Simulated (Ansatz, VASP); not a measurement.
## Mo4C in VASP and in Ansatz

```
Mo C
1.0
     3.11118    0.00000    0.00000
     0.00000    3.11118    0.00000
     0.00000    0.00000   21.50982
Mo C
4 1
Cartesian
  1.5556 1.5556 4.0000
  0.0000 0.0000 5.5556
  1.5556 1.5556 7.1521
  0.0000 0.0000 8.5098
  1.5556 1.5556 10.4798
```

Alike in both runs: task single point; functional LDA; k mesh 9 × 9 × 1; occupations gaussian, width 0.1 eV; no spin polarisation.

|  | VASP | Ansatz |
| --- | --- | --- |
| version | VASP 6.6.1 | Ansatz 0.2.0 |
| potentials or method | VASP PAW LDA potentials, release 64 (Mo_sv, C), cutoff 520 eV | scalar-relativistic, plane waves, PAW |
| valence electrons in the cell | 60 | 60 |

```tsv
	VASP	Ansatz	Ansatz less VASP
gap on the k mesh at the Fermi level (eV)	none	none	-
rms of the force components (eV/Å)	1.461	1.454	-0.0079
work function, face that differs most (eV)	6.55	6.54	-0.007
```

LDA's correlation is that of Perdew and Zunger in VASP and of Perdew and Wang (1992) in Ansatz. Atom by atom the forces differ by 0.028 eV/Å (rms over components). A gap of «none» marks a metal or a gap that the smearing closes.
